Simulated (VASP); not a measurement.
# Si3BTe2 (P1) in VASP: single point with PBE

Aim: the single point of Si3BTe2 with PBE.

Program: VASP 6.6.1. These are calculated values, not measurements. Logs are shortened: lines on timing, memory, paths and dates and some standing lists are left out, and cuts for length are marked.

**1. The cell of the first run**

The typed cell holds 12 atoms: a = 3.529 Å, b = 7.203 Å, c = 10.626 Å, α = 87.95°, β = 89.19°, γ = 87.91°.

**2. Single point, PBE**

Input file INCAR:

```
ALGO = Normal
EDIFF = 1E-7
ENCUT = 520
GGA = PE
ISIF = 2
ISMEAR = 0
LASPH = T
LCHARG = F
LREAL = F
LWAVE = F
NBANDS = 39
NELM = 100
PREC = Accurate
SIGMA = 0.1
```

Input file KPOINTS:

```
k-points
0
Gamma
  6 4 2
```

Input file POSCAR:

```
Si3BTe2
1.0
    3.5288399808      0.0000000000      0.0000000000
    0.2625027137      7.1986178321      0.0000000000
    0.1504554345      0.3757452179     10.6187288279
Si B Te
6 2 4
Direct
    0.0986429312      0.0151289808      0.0306039532
    0.9195775294      0.4978681374      0.0357754382
    0.6345670782      0.9659810257      0.1797195586
    0.3906123091      0.4650845978      0.1927516203
    0.4911615086      0.7686945663      0.8529141785
    0.4950776228      0.2655428227      0.8346568220
    0.9971398546      0.7465913929      0.9405963253
    0.9864615648      0.2569373979      0.9277020617
    0.4197532697      0.0173764162      0.6717537413
    0.5634708301      0.5278465984      0.6680670651
    0.2228496354      0.7427065292      0.3279553258
    0.7806858658      0.2302415347      0.3375039098
```

Potentials or basis: VASP PAW PBE potentials, release 64 (Si, B, Te).

On the command line:

```console
$ cat potpaw_PBE.64/Si/POTCAR potpaw_PBE.64/B/POTCAR potpaw_PBE.64/Te/POTCAR > POTCAR
$ mpirun -np 1 vasp_std > vasp.out
```

OUTCAR:

```text
EDIFF = 1E-7
   ENCUT = 520
   GGA = PE
   ISIF = 2
   ISMEAR = 0
   LASPH = T
   LREAL = F
   NELM = 100
   PREC = Accurate

 ion  position               nearest neighbor table
   1  0.099  0.015  0.031-   8 2.05   7 2.23   3 2.29   3 2.49   5 2.94   6 3.06
   2  0.920  0.498  0.036-   7 2.05   8 2.12   4 2.37   4 2.50   5 3.08
   3  0.635  0.966  0.180-   1 2.29   1 2.49  12 2.65  11 2.67  11 3.01
   4  0.391  0.465  0.193-   2 2.37   2 2.50  11 2.55  12 2.61  12 3.14
   5  0.491  0.769  0.853-   7 1.97   7 2.02   9 2.59  10 2.67   1 2.94   2 3.08
   6  0.495  0.266  0.835-   8 2.01   8 2.04   9 2.56  10 2.56   1 3.06
   7  0.997  0.747  0.941-   5 1.97   5 2.02   2 2.05   1 2.23
   8  0.986  0.257  0.928-   6 2.01   6 2.04   1 2.05   2 2.12
   9  0.420  0.017  0.672-   6 2.56   5 2.59  10 3.55
  10  0.563  0.528  0.668-   6 2.56   5 2.67   9 3.55
  11  0.223  0.743  0.328-   4 2.55   3 2.67   3 3.01
  12  0.781  0.230  0.338-   4 2.61   3 2.65   4 3.14

  LATTYP: Found a triclinic cell.
 ALAT       =     7.2034024160
 B/A-ratio  =     1.7522641692
 C/A-ratio  =     0.4898851650
 COS(alpha) =     0.0088769558
 COS(beta)  =     0.0364414895
 COS(gamma) =     0.5405071530

  Lattice vectors:

 A1 = (  -0.2625027137,  -7.1986178321,   0.0000000000)
 A2 = (  -0.1120472792,  -6.8228726142,  10.6187288279)
 A3 = (  -3.5288399808,   0.0000000000,   0.0000000000)

Analysis of symmetry for initial positions (statically):
=====================================================================
 Subroutine PRICEL returns:
 Original cell was already a primitive cell.

 Routine SETGRP: Setting up the symmetry group for a
 triclinic supercell.

 Subroutine GETGRP returns: Found  1 space group operations
 (whereof  1 operations were pure point group operations)
 out of a pool of  2 trial point group operations.

The static configuration has the point symmetry C_1 .

Analysis of symmetry for dynamics (positions and initial velocities):
=====================================================================
 Subroutine PRICEL returns:
 Original cell was already a primitive cell.

 Routine SETGRP: Setting up the symmetry group for a
 triclinic supercell.

 Subroutine GETGRP returns: Found  1 space group operations
 (whereof  1 operations were pure point group operations)
 out of a pool of  2 trial point group operations.

[... 125 lines left out ...]
   NFREE  =      0    steps in history (QN), initial steepest desc. (CG)
   ISIF   =      2    stress and relaxation
   ISYM   =      2    0-nonsym 1-usesym 2-fastsym
   POTIM  = 0.5000    time-step for ionic-motion
   TEBEG  =    0.0;   TEEND  =   0.0 temperature during run
   PSTRESS=    0.0 pullay stress
   NELECT =      54.0000    total number of electrons
   NUPDOWN=      -1.0000    fix difference up-down
   EMIN   =  10.00;   EMAX   =-10.00  energy-range for DOS
   EFERMI =   0.00;   METHOD = LEGACY
   ISMEAR =     0;   SIGMA  =   0.10  broadening in eV -4-tet -1-fermi 0-gaus
   EFERMI_NEDOS =   21; number of points for ismear=-14 and -15
   IALGO  =     38    algorithm
   IMIX   =      4    mixing-type and parameters
     AMIX     =   0.40;   BMIX     =  1.00
     AMIX_MAG =   1.60;   BMIX_MAG =  1.00
  volume/ion in A,a.u.               =      22.48       151.69
  Fermi-wavevector in a.u.,A,eV,Ry     =   0.957682  1.809757 12.478662  0.917156
  Thomas-Fermi vector in A             =   2.086722
   LORBIT       =      0    0 simple, 1 ext, 2 COOP (PROOUT), +10 PAW based schemes
   GGA     = PE    functional components
   LHFCALC =     F    Hartree Fock is set to
   AEXX    =    0.0000 exact exchange contribution
   IVDW    =     0    specifies the selected vdW correction
   LEPSILON=     F    determine dielectric tensor
   LRPA    =     F    only Hartree local field effects (RPA)
 non-spin polarized calculation
 Gauss-broadening in eV      SIGMA  =   0.10
  energy-cutoff  :      520.00
  volume of cell :      269.75
 maximum number of plane-waves:      7294
 NGX is ok and might be reduce to    28
   NGX = 13   NGY = 27   NGZ = 39

 number of electron      53.9999999 magnetization

 Free energy of the ion-electron system (eV)
  ---------------------------------------------------
  ext. energy  EPLUGINS =         0.00000000
  ---------------------------------------------------
  free energy    TOTEN  =       -56.32110425 eV

  energy without entropy =      -56.29307347  energy(sigma->0) =      -56.30708886

 E-fermi :   5.8698     XC(G=0):  -9.3772

 val. band max:        5.8460018953   @ k =   0.1667   0.0000   0.0000
 cond. band min:       5.8724593921   @ k =   0.1667   0.5000   0.0000
 fundamental gap:      0.0264574968
 Fermi energy:         5.8697505973

 k-point     1 :       0.0000    0.0000    0.0000
  band No.  band energies     occupation
      1      -7.4330      2.00000
      2      -6.8243      2.00000
      3      -5.8505      2.00000
      4      -5.2053      2.00000
      5      -5.0726      2.00000
      6      -4.0896      2.00000
[... 997 lines left out ...]
     38      10.1324      0.00000
     39      10.3678      0.00000

 [... further k-points ...]
[... 5 lines left out ...]
  --------------------------------------------------------------------------------------
  -------------------------------------------------------------------------------------
  Total        0.3322748      0.4503279     -0.7991612     -0.9460147      0.0899380     -1.5532180
  in kB        1.9735781      2.6747660     -4.7466952     -5.6189459      0.5341953     -9.2254888
  external PRESSURE =      -0.0327837 kB  Pullay stress =       0.0000000 kB

 VOLUME and BASIS-vectors are now :
 -----------------------------------------------------------------------------
  energy-cutoff  :      520.00
  volume of cell :      269.75
      direct lattice vectors                 reciprocal lattice vectors
     3.528839981  0.000000000  0.000000000     0.283379242 -0.010333625 -0.003649508
     0.262502714  7.198617832  0.000000000     0.000000000  0.138915556 -0.004915547
     0.150455435  0.375745218 10.618728828     0.000000000  0.000000000  0.094173231

 POSITION                                       TOTAL-FORCE (eV/Angst)
 -----------------------------------------------------------------------------------
      0.35667      0.12041      0.32498         0.049829     -0.699811     -0.162866
      3.38112      3.59740      0.37989         0.113817     -0.355543      0.119747
      2.51990      7.02126      1.90839        -0.614152      0.291767      0.144818
      1.52949      3.42039      2.04678         0.309666     -0.029088     -0.653317
      2.06334      5.85402      9.05686         0.260660     -0.367055     -0.732348
      1.94233      2.22516      8.86299        -0.144215      0.061731     -0.111349
      3.85625      5.72785      9.98794        -0.006350      0.624383      0.589546
      3.68809      2.19817      9.85102         0.042168      0.315868      0.693810
      1.58687      0.37749      7.13317         0.201236     -0.087248      0.049128
      2.22747      4.05079      7.09402        -0.077651      0.079779      0.120672
      1.03071      5.46969      3.48247         0.251341      0.149302      0.040437
      2.86613      1.78424      3.58386        -0.386350      0.015913     -0.098279
 -----------------------------------------------------------------------------------
    total drift:                                0.000633     -0.000103     -0.000349

  FREE ENERGIE OF THE ION-ELECTRON SYSTEM (eV)
  ---------------------------------------------------
  free  energy   TOTEN  =       -56.3211042534 eV

  energy  without entropy=      -56.2930734742  energy(sigma->0) =      -56.30708886
```

OSZICAR:

```text
N       E                     dE             d eps       ncg     rms          rms(c)
DAV:   1     0.187557161441E+03    0.18756E+03   -0.20432E+04  2184   0.114E+03
DAV:   2    -0.438158080129E+02   -0.23137E+03   -0.22108E+03  2654   0.175E+02
DAV:   3    -0.610098241298E+02   -0.17194E+02   -0.16872E+02  2745   0.469E+01
[... 11 lines left out ...]
DAV:  15    -0.563211029395E+02   -0.21565E-05   -0.13269E-05  2593   0.142E-02    0.773E-03
DAV:  16    -0.563211037012E+02   -0.76165E-06   -0.27192E-06  2697   0.560E-03    0.383E-03
DAV:  17    -0.563211040144E+02   -0.31324E-06   -0.45877E-07  2545   0.257E-03    0.202E-03
DAV:  18    -0.563211042152E+02   -0.20085E-06   -0.60620E-08  1747   0.983E-04    0.804E-04
DAV:  19    -0.563211042534E+02   -0.38115E-07   -0.50723E-08  1711   0.941E-04
   1 F= -.56321104E+02 E0= -.56307089E+02  d E =-.280308E-01
```

stdout:

```text
POSCAR found type information on POSCAR SiB Te
 POSCAR found :  3 types and      12 ions
 scaLAPACK will be used
 LDA part: xc-table for (Slater+PW92), standard interpolation
 POSCAR, INCAR and KPOINTS ok, starting setup
 FFT: planning ... GRIDC
 FFT: planning ... GRID_SOFT
 FFT: planning ... GRID
 WAVECAR not read
 entering main loop
```

Wall time 8.9 min (1 thread of AMD EPYC 7R13, shared host); peak memory 0.47 GiB.

Results:

* Free energy: -56.3211 eV
* Pressure: 0.0 GPa
* Largest force: 0.860 eV/Å
* Band gap on the k mesh: zero (bands 27 and 28 overlap by 2.17 eV)

Forces in eV/Å, atoms in the order of the input:
```
Si   0.050 -0.700 -0.163
Si   0.114 -0.356  0.120
Si  -0.614  0.292  0.145
Si   0.310 -0.029 -0.653
Si   0.261 -0.367 -0.732
Si  -0.144  0.062 -0.111
B   -0.006  0.624  0.590
B    0.042  0.316  0.694
Te   0.201 -0.087  0.049
Te  -0.078  0.080  0.121
Te   0.251  0.149  0.040
Te  -0.386  0.016 -0.098
```

Caveat: spin-orbit coupling is left out, which moves the levels of the heavy elements.

The gap in the log of VASP goes by the Fermi energy; the results here count the filled bands.